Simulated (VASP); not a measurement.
Input of a VASP 6.6.1 run:

The input INCAR:

```
SYSTEM = Sn
  PREC = Accurate
  ENCUT = 520
  EDIFF = 1E-6
  ISMEAR = 0
  SIGMA = 0.15
  LREAL = .False.
  LASPH = .True.
  NELM = 60
  ALGO = Fast
  ISIF = 2
  LWAVE = .False.
  LCHARG = .True.
  GGA = PS
  LELF = .True.
  LVHAR = .True.
  NBANDS = 13
```

File KPOINTS:

```
Automatic mesh
0
Gamma
  18 18 18
  0 0 0
```

The input POSCAR:

```
Sn
1.0
   -1.8378122646      1.8378122646      1.9230715965
    1.8378122646     -1.8378122646      1.9230715965
    1.8378122646      1.8378122646     -1.9230715965
Sn
1
Direct
    0.0000000000      0.0000000000      0.0000000000
```

Potentials or basis: VASP PAW PBE potentials, release 64 (Sn_d).

The run is started by

```console
$ cat potpaw_PBE.64/Sn_d/POTCAR > POTCAR
$ mpirun -np 1 vasp_std > vasp.out
```

Task: Predict the band gap on the k mesh.

Result: Zero (band 7 reaches 16.69 eV, above the bottom of band 8 at 5.91 eV).

Task: Predict the pressure.

Result: 0.4 GPa.

Stress tensor (GPa, compression positive):
```
0.17 0.00 0.00
0.00 0.17 0.00
0.00 0.00 0.99
```

Caveat: the cell differs from its parent crystal (strain -0.030 along x and y, +0.015 along z); the PAW data sets were made with another functional, which shifts forces and pressure a little; spin-orbit coupling is left out, which moves the levels of the heavy elements.
